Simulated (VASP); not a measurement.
# KTi2 (Fm-3m) in VASP: further runs

The runs below take KTi2 through single point, relaxation of cell and atoms, with PBE.

All numbers are computed with VASP 6.6.1; they aren't measurements. Logs are shortened: lines on timing, memory, paths and dates and some standing lists are left out, and cuts for length are marked.

## (1) The cell of the first run

It takes space group Fm-3m (No. 225, cubic). Conventional cell: a = 6.868 Å, b = 6.868 Å, c = 6.868 Å, α = 90.00°, β = 90.00°, γ = 90.00°. Within 3.9 Å of K (site symmetry m-3m) lie 8 Ti at 2.97 Å. Within 3.9 Å of Ti (site symmetry -43m) lie 4 K at 2.97 Å and 6 Ti at 3.43 Å.

## (2) Single point, PBE

INCAR

```
ALGO = Normal
EDIFF = 1E-6
ENCUT = 520
GGA = PE
ISIF = 2
ISMEAR = 0
LASPH = T
LCHARG = T
LELF = T
LREAL = F
LVHAR = T
LWAVE = F
NBANDS = 24
NELM = 80
PREC = Accurate
SIGMA = 0.1
```

KPOINTS

```
k-points
0
Gamma
  6 6 6
```

POSCAR

```
KTi2
1.0
    0.0000000000      3.4340201333      3.4340201333
    3.4340201333      0.0000000000      3.4340201333
    3.4340201333      3.4340201333      0.0000000000
K Ti
1 2
Direct
    0.0000000000      0.0000000000      0.0000000000
    0.2500000000      0.2500000000      0.2500000000
    0.7500000000      0.7500000000      0.7500000000
```

Potentials or basis: VASP PAW PBE potentials, release 64 (K_sv, Ti_sv).

On the command line:

```console
$ cat potpaw_PBE.64/K_sv/POTCAR potpaw_PBE.64/Ti_sv/POTCAR > POTCAR
$ mpirun -np 1 vasp_std > vasp.out
```

OUTCAR:

```text
EDIFF = 1E-6
   ENCUT = 520
   GGA = PE
   ISIF = 2
   ISMEAR = 0
   LASPH = T
   LREAL = F
   NELM = 80
   PREC = Accurate

 ion  position               nearest neighbor table
   1  0.000  0.000  0.000-   3 2.97   3 2.97   3 2.97   2 2.97   2 2.97   2 2.97   3 2.97   2 2.97

   2  0.250  0.250  0.250-   1 2.97   1 2.97   1 2.97   1 2.97
   3  0.750  0.750  0.750-   1 2.97   1 2.97   1 2.97   1 2.97

  LATTYP: Found a face centered cubic cell.
 ALAT       =     6.8680402666

  Lattice vectors:

 A1 = (   0.0000000000,   3.4340201333,   3.4340201333)
 A2 = (   3.4340201333,   0.0000000000,   3.4340201333)
 A3 = (   3.4340201333,   3.4340201333,   0.0000000000)

Analysis of symmetry for initial positions (statically):
=====================================================================
 Subroutine PRICEL returns:
 Original cell was already a primitive cell.

 Routine SETGRP: Setting up the symmetry group for a
 face centered cubic supercell.

 Subroutine GETGRP returns: Found 48 space group operations
 (whereof 48 operations were pure point group operations)
 out of a pool of 48 trial point group operations.

The static configuration has the point symmetry O_h .

Analysis of symmetry for dynamics (positions and initial velocities):
=====================================================================
 Subroutine PRICEL returns:
 Original cell was already a primitive cell.

 Routine SETGRP: Setting up the symmetry group for a
 face centered cubic supercell.

 Subroutine GETGRP returns: Found 48 space group operations
 (whereof 48 operations were pure point group operations)
 out of a pool of 48 trial point group operations.

The dynamic configuration has the point symmetry O_h .

 Subroutine INISYM returns: Found 48 space group operations
 (whereof 48 operations are pure point group operations),
 and found     1 'primitive' translations

----------------------------------------------------------------------------------------

                                     Primitive cell

  volume of cell :      80.9913

  direct lattice vectors                    reciprocal lattice vectors
     0.000000000  3.434020133  3.434020133    -0.145601942  0.145601942  0.145601942
     3.434020133  0.000000000  3.434020133     0.145601942 -0.145601942  0.145601942
     3.434020133  3.434020133  0.000000000     0.145601942  0.145601942 -0.145601942

  length of vectors
     4.856437846  4.856437846  4.856437846     0.252189961  0.252189961  0.252189961

  position of ions in fractional coordinates (direct lattice)
     0.000000000  0.000000000  0.000000000
     0.250000000  0.250000000  0.250000000
     0.750000000  0.750000000  0.750000000

  ion indices of the primitive-cell ions
   primitive index   ion index
                 1           1
                 2           2
                 3           3

----------------------------------------------------------------------------------------

 KPOINTS: k-points

Automatic generation of k-mesh.
 Grid dimensions read from file:
 generate k-points for:    6    6    6

 Generating k-lattice:

  Cartesian coordinates                     Fractional coordinates (reciprocal lattice)
    -0.024266990  0.024266990  0.024266990     0.166666667  0.000000000  0.000000000
     0.024266990 -0.024266990  0.024266990     0.000000000  0.166666667  0.000000000
     0.024266990  0.024266990 -0.024266990     0.000000000  0.000000000  0.166666667

  Length of vectors
     0.042031660  0.042031660  0.042031660

  Shift w.r.t. Gamma in fractional coordinates (k-lattice)
     0.000000000  0.000000000  0.000000000

 Subroutine IBZKPT returns following result:
 ===========================================

 Found     16 irreducible k-points:

 Following reciprocal coordinates:
            Coordinates               Weight
  0.000000  0.000000  0.000000      1.000000
  0.166667  0.000000  0.000000      8.000000
  0.333333  0.000000  0.000000      8.000000
  0.500000  0.000000  0.000000      4.000000
  0.166667  0.166667  0.000000      6.000000
  0.333333  0.166667  0.000000     24.000000
[... 8 lines left out ...]
 -0.333333  0.333333  0.166667     24.000000
 -0.333333  0.500000  0.166667     12.000000
   k-points           NKPTS =     16   k-points in BZ     NKDIM =     16   number of bands    NBANDS=     24
   number of dos      NEDOS =    301   number of ions     NIONS =      3
   total plane-waves  NPLWV =  46656
   dimension x,y,z NGX =    36 NGY =   36 NGZ =   36
   dimension x,y,z NGXF=    72 NGYF=   72 NGZF=   72
   ions per type =               1   2
   NGX,Y,Z   is equivalent  to a cutoff of  12.32, 12.32, 12.32 a.u.
   NGXF,Y,Z  is equivalent  to a cutoff of  24.65, 24.65, 24.65 a.u.
 SYSTEM =  unknown system
   PREC   = accura    normal or accurate (medium, high low for compatibility)
   ISTART =      0    job   : 0-new  1-cont  2-samecut
   ICHARG =      2    charge: 1-file 2-atom 10-const
   ISPIN  =      1    spin polarized calculation?
   LNONCOLLINEAR =      F non collinear calculations
   LSORBIT =      F    spin-orbit coupling
   LASPH  =      T    aspherical Exc in radial PAW
   ENCUT  =  520.0 eV  38.22 Ry    6.18 a.u.   9.03  9.03  9.03*2*pi/ulx,y,z
   NELM   =     80;   NELMIN=  2; NELMDL= -5     # of ELM steps
   EDIFF  = 0.1E-05   stopping-criterion for ELM
   LREAL  =      F    real-space projection
   EDIFFG = 0.1E-04   stopping-criterion for IOM
   NSW    =      0    number of steps for IOM
   IBRION =     -1    ionic relax: 0-MD 1-quasi-New 2-CG
   NFREE  =      0    steps in history (QN), initial steepest desc. (CG)
   ISIF   =      2    stress and relaxation
   ISYM   =      2    0-nonsym 1-usesym 2-fastsym
   POTIM  = 0.5000    time-step for ionic-motion
   TEBEG  =    0.0;   TEEND  =   0.0 temperature during run
   PSTRESS=    0.0 pullay stress
   NELECT =      33.0000    total number of electrons
   NUPDOWN=      -1.0000    fix difference up-down
   EMIN   =  10.00;   EMAX   =-10.00  energy-range for DOS
   EFERMI =   0.00;   METHOD = LEGACY
   ISMEAR =     0;   SIGMA  =   0.10  broadening in eV -4-tet -1-fermi 0-gaus
   EFERMI_NEDOS =   21; number of points for ismear=-14 and -15
   IALGO  =     38    algorithm
   IMIX   =      4    mixing-type and parameters
     AMIX     =   0.40;   BMIX     =  1.00
     AMIX_MAG =   1.60;   BMIX_MAG =  1.00
  volume/ion in A,a.u.               =      27.00       182.19
  Fermi-wavevector in a.u.,A,eV,Ry     =   1.213668  2.293500 20.041253  1.472991
  Thomas-Fermi vector in A             =   2.349113
   LORBIT       =      0    0 simple, 1 ext, 2 COOP (PROOUT), +10 PAW based schemes
   GGA     = PE    functional components
   LHFCALC =     F    Hartree Fock is set to
   AEXX    =    0.0000 exact exchange contribution
   IVDW    =     0    specifies the selected vdW correction
   LEPSILON=     F    determine dielectric tensor
   LRPA    =     F    only Hartree local field effects (RPA)
 non-spin polarized calculation
 Gauss-broadening in eV      SIGMA  =   0.10
  energy-cutoff  :      520.00
  volume of cell :       80.99
 maximum number of plane-waves:      2202
   NGX = 19   NGY = 19   NGZ = 19

 number of electron      32.9999991 magnetization

 Free energy of the ion-electron system (eV)
  ---------------------------------------------------
  ext. energy  EPLUGINS =         0.00000000
  ---------------------------------------------------
  free energy    TOTEN  =        -9.97739055 eV

  energy without entropy =       -9.94170159  energy(sigma->0) =       -9.95954607

 E-fermi :   3.6675     XC(G=0):  -9.2112

 val. band max:        3.6465318986   @ k =  -0.3333   0.1667   0.0000
 cond. band min:       3.6678375591   @ k =   0.0000   0.0000   0.0000
 fundamental gap:      0.0213056605
 Fermi energy:         3.6675281971

 k-point     1 :       0.0000    0.0000    0.0000
  band No.  band energies     occupation
      1     -53.7090      2.00000
      2     -53.6946      2.00000
      3     -29.9855      2.00000
      4     -29.9855      2.00000
      5     -29.9855      2.00000
      6     -29.9326      2.00000
[... 16 lines left out ...]
     23       5.5510      0.00000
     24       6.4453      0.00000

 k-point     2 :       0.1667    0.0000    0.0000
  band No.  band energies     occupation
      1     -53.7080      2.00000
      2     -53.6956      2.00000
      3     -29.9827      2.00000
      4     -29.9821      2.00000
      5     -29.9821      2.00000
      6     -29.9386      2.00000
[... 16 lines left out ...]
     23       5.1390      0.00000
     24       5.6007      0.00000

 k-point     3 :       0.3333    0.0000    0.0000
  band No.  band energies     occupation
      1     -53.7054      2.00000
      2     -53.6982      2.00000
      3     -29.9761      2.00000
      4     -29.9726      2.00000
      5     -29.9726      2.00000
      6     -29.9516      2.00000
[... 16 lines left out ...]
     23       4.7509      0.00000
     24       4.8495      0.00000

 k-point     4 :       0.5000    0.0000    0.0000
  band No.  band energies     occupation
      1     -53.7017      2.00000
      2     -53.7017      2.00000
      3     -29.9705      2.00000
      4     -29.9604      2.00000
      5     -29.9601      2.00000
      6     -29.9601      2.00000
[... 16 lines left out ...]
     23       4.5721      0.00000
     24       4.6563      0.00000

 k-point     5 :       0.1667    0.1667    0.0000
  band No.  band energies     occupation
      1     -53.7078      2.00000
      2     -53.6958      2.00000
      3     -29.9875      2.00000
      4     -29.9874      2.00000
      5     -29.9695      2.00000
      6     -29.9526      2.00000
[... 235 lines left out ...]
 k-point    14 :       0.5000    0.3333    0.1667
  band No.  band energies     occupation
      1     -53.7041      2.00000
      2     -53.6993      2.00000
      3     -29.9973      2.00000
      4     -29.9866      2.00000
      5     -29.9749      2.00000
      6     -29.9455      2.00000
[... 16 lines left out ...]
     23       4.9324      0.00000
     24       5.7410      0.00000

 k-point    15 :      -0.3333    0.3333    0.1667
  band No.  band energies     occupation
      1     -53.7017      2.00000
      2     -53.7017      2.00000
      3     -30.0025      2.00000
      4     -29.9917      2.00000
      5     -29.9605      2.00000
      6     -29.9601      2.00000
[... 16 lines left out ...]
     23       4.7411      0.00000
     24       5.0971      0.00000

 k-point    16 :      -0.3333    0.5000    0.1667
  band No.  band energies     occupation
      1     -53.7029      2.00000
      2     -53.7005      2.00000
      3     -30.0096      2.00000
      4     -29.9957      2.00000
      5     -29.9767      2.00000
      6     -29.9434      2.00000
[... 16 lines left out ...]
     23       4.9448      0.00000
     24       5.6839      0.00000

------------------------ aborting loop because EDIFF is reached ----------------------------------------

  FORCE on cell =-STRESS in cart. coord.  units (eV):
  Direction    XX          YY          ZZ          XY          YZ          ZX
  --------------------------------------------------------------------------------------
  -------------------------------------------------------------------------------------
  Total        0.0817865      0.0817865      0.0817865      0.0000000      0.0000000     -0.0000000
  in kB        1.6179084      1.6179084      1.6179084      0.0000000      0.0000000     -0.0000000
  external PRESSURE =       1.6179084 kB  Pullay stress =       0.0000000 kB

 VOLUME and BASIS-vectors are now :
 -----------------------------------------------------------------------------
  energy-cutoff  :      520.00
  volume of cell :       80.99
      direct lattice vectors                 reciprocal lattice vectors
     0.000000000  3.434020133  3.434020133    -0.145601942  0.145601942  0.145601942
     3.434020133  0.000000000  3.434020133     0.145601942 -0.145601942  0.145601942
     3.434020133  3.434020133  0.000000000     0.145601942  0.145601942 -0.145601942

 POSITION                                       TOTAL-FORCE (eV/Angst)
 -----------------------------------------------------------------------------------
      0.00000      0.00000      0.00000        -0.000000     -0.000000     -0.000000
      1.71701      1.71701      1.71701         0.000000      0.000000      0.000000
      5.15103      5.15103      5.15103        -0.000000     -0.000000     -0.000000
 -----------------------------------------------------------------------------------
    total drift:                                0.000000      0.000000      0.000000

  FREE ENERGIE OF THE ION-ELECTRON SYSTEM (eV)
  ---------------------------------------------------
  free  energy   TOTEN  =        -9.9773905531 eV

  energy  without entropy=       -9.9417015891  energy(sigma->0) =       -9.95954607
```

It took 23 s on 1 thread of Intel Xeon 6975P-C (Granite Rapids), shared host; peak memory 0.2 GiB.

What came out:

```yaml
Free_energy: -9.9774 eV
Pressure: 0.2 GPa
Band_gap_on_the_k_mesh: zero (an odd number of electrons rules out a gap without spin polarisation)
```

## (3) Relaxation of cell and atoms, PBE

INCAR

```
PREC = Accurate
ENCUT = 600
EDIFF = 1E-7
ISMEAR = 0
SIGMA = 0.1
LREAL = F
LASPH = T
NELM = 80
ALGO = Fast
ISIF = 3
LWAVE = F
LCHARG = F
GGA = PE
IBRION = 2
NSW = 100
EDIFFG = -0.01
```

KPOINTS

```
Automatic mesh
0
Gamma
  12 12 12
```

POSCAR is that of step 2.

Potentials or basis: VASP PAW PBE potentials, release 64 (K_sv, Ti_sv).

On the command line:

```console
$ cat potpaw_PBE.64/K_sv/POTCAR potpaw_PBE.64/Ti_sv/POTCAR > POTCAR
$ mpirun -np 1 vasp_std > vasp.out
```

It took 17 min on 1 thread of Intel Xeon 6975P-C (Granite Rapids), shared host; peak memory 0.36 GiB.

It converged, with:

| Quantity | Value |
| --- | --- |
| Free energy | -9.9790 eV |
| Relaxed volume | 27.15 Å³/atom |
| Relaxed cell | a = 4.866 Å, b = 4.866 Å, c = 4.866 Å, α = 60.00°, β = 60.00°, γ = 60.00° |
| Space group after relaxing (to 0.1 Å) | Fm-3m (No. 225) |
| Energy gained by relaxing | 0.1 meV/atom |
| Ionic steps | 3 |
| Pressure after relaxing | 0.0 GPa |
| Band gap on the k mesh | zero (an odd number of electrons rules out a gap without spin polarisation) |

The path:
```csv
step,energy change (eV),largest force (eV/Å),pressure (GPa),volume (Å³)
1,0.0000,0.0000,0.32,80.99
2,-0.0004,0.0000,-0.08,81.62
3,-0.0004,0.0000,0.02,81.45
```

Final structure:
```
CELL_PARAMETERS angstrom
0.00000 3.44050 3.44050
3.44050 0.00000 3.44050
3.44050 3.44050 0.00000
ATOMIC_POSITIONS crystal
K 0.00000 0.00000 0.00000
Ti 0.25000 0.25000 0.25000
Ti 0.75000 0.75000 0.75000
```

Levels at points of the mesh, in eV from the Fermi level:
| k point | band 14 | band 15 | band 16 | band 17 | band 18 | band 19 | band 20 |
| --- | --- | --- | --- | --- | --- | --- | --- |
| (0.00, 0.00, 0.00) | -0.91 | -0.91 | 0.00 | 0.00 | 0.00 | 1.20 | 1.20 |
| (0.50, 0.00, 0.00) | -1.45 | -0.24 | -0.24 | 0.25 | 0.25 | 0.43 | 0.45 |
| (0.50, 0.50, 0.00) | -1.21 | -1.06 | -0.40 | -0.07 | 0.60 | 0.60 | 0.85 |
